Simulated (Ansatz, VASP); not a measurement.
**SiO2: VASP beside Ansatz**

```
Si O
1.0
     7.29810    0.00000    0.00000
    -3.64905    6.32034    0.00000
     0.00000    0.00000    7.01593
Si O
6 12
Direct
  0.53367 0.76684 0.41667
  0.46633 0.23316 0.91667
  0.23316 0.46633 0.75000
  0.76684 0.23316 0.58333
  0.76684 0.53367 0.25000
  0.23316 0.76684 0.08333
  0.61253 0.38747 0.08333
  0.00000 0.68289 0.16667
  0.77495 0.38747 0.41667
  0.68289 0.68289 0.33333
  0.31711 0.31711 0.83333
  0.61253 0.22505 0.75000
  0.22505 0.61253 0.91667
  0.31711 0.00000 0.00000
  0.00000 0.31711 0.66667
  0.38747 0.77495 0.25000
  0.38747 0.61253 0.58333
  0.68289 0.00000 0.50000
```

Alike in both runs: task single point; functional r2SCAN; k mesh 6 × 6 × 4; occupations gaussian, width 0.02 eV; no spin polarisation.

|  | VASP | Ansatz |
| --- | --- | --- |
| version | VASP 6.6.1 | Ansatz 0.2.0 |
| potentials or method | VASP PAW PBE potentials, release 64 (Si, O), cutoff 660 eV | scalar-relativistic, plane waves, PAW |
| valence electrons in the cell | 96 | 96 |

|  | VASP | Ansatz | Ansatz less VASP |
| --- | --- | --- | --- |
| gap on the k mesh at the Fermi level (eV) | 6.37 | 6.38 | +0.003 |
| least direct gap on the mesh (eV) | 6.52 | 6.53 | +0.002 |
| pressure (GPa) | -0.1 | 0.0 | +0.14 |
| rms of the force components (eV/Å) | 0.008 | 0.000 | -0.0075 |

VASP's potentials were made for PBE, not for r2SCAN. Atom by atom the forces differ by 0.008 eV/Å (rms over components).
